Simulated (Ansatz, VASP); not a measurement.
# Mg in VASP and in Ansatz

The input INCAR:

```
AGGAC = 1.0 ; AGGAX = 1.0
ALDAC = 0.0 ; ALDAX = 1.0
ALGO = Normal ; EDIFF = 1E-6
ENCUT = 520 ; GGA = B5
ISIF = 2 ; ISMEAR = -1
LASPH = T ; LCHARG = T
LELF = T ; LREAL = F
LVHAR = T ; LWAVE = F
NBANDS = 12 ; NELM = 60
PREC = Accurate ; SIGMA = 0.1
```

File KPOINTS:

```
k-points
0
Gamma
  13 13 4
```

The input POSCAR:

```
Mg
1.0
    3.1310743646      0.0000000000      0.0000000000
   -1.5655371823      2.7115899409      0.0000000000
    0.0000000000      0.0000000000     10.1971397494
Mg
4
Direct
    1.0000000000      1.0000000000      0.0000000000
    1.0000000000      1.0000000000      0.5000000000
    0.3333333333      0.6666666667      0.2500000000
    0.6666666667      0.3333333333      0.7500000000
```

Input for Ansatz:

```yaml
crystal:
  lattice:
    - [3.1310743646, 0.0, 0.0]
    - [-1.5655371823, 2.7115899409, 0.0]
    - [0.0, 0.0, 10.1971397494]
  atoms:
    - { symbol: Mg, position: [1.0, 1.0, 0.0] }
    - { symbol: Mg, position: [1.0, 1.0, 0.5] }
    - { symbol: Mg, position: [0.3333333333, 0.6666666667, 0.25] }
    - { symbol: Mg, position: [0.6666666667, 0.3333333333, 0.75] }
hamiltonian:
  xc: blyp
  pseudopotentials:
    kind: paw
    azcp:
      Mg: "pseudopotentials/Mg.paw.azcp"
basis:
  ecutwfc: 420
  fft_grid_basis: typed
kpoints:
  mp_grid: { grid: [13, 13, 4], shift: [0, 0, 0] }
magnetization:
  spin_polarized: false
scf:
  occupations: { method: fermi_dirac, width: 0.1 }
  lower_state_search: "off"
output:
  stress: true
```

Alike in both runs: task single point; functional BLYP; k mesh 13 × 13 × 4; occupations fermi-dirac, width 0.1 eV; no spin polarisation.

|  | VASP | Ansatz |
| --- | --- | --- |
| version | VASP 6.6.1 | Ansatz 0.2.0 |
| potentials or method | VASP PAW PBE potentials, release 64 (Mg), cutoff 520 eV | plane waves (420 eV) with PAW, scalar-relativistic |
| valence electrons in the cell | 8 | 40 |

|  | VASP | Ansatz | Ansatz less VASP |
| --- | --- | --- | --- |
| pressure (GPa) | 3.2 | 3.2 | +0.03 |

VASP's potentials were made for PBE, not for BLYP. VASP's potentials hold 8 valence electrons a cell and Ansatz's 40, so a difference there can come from the potentials and not from the codes.
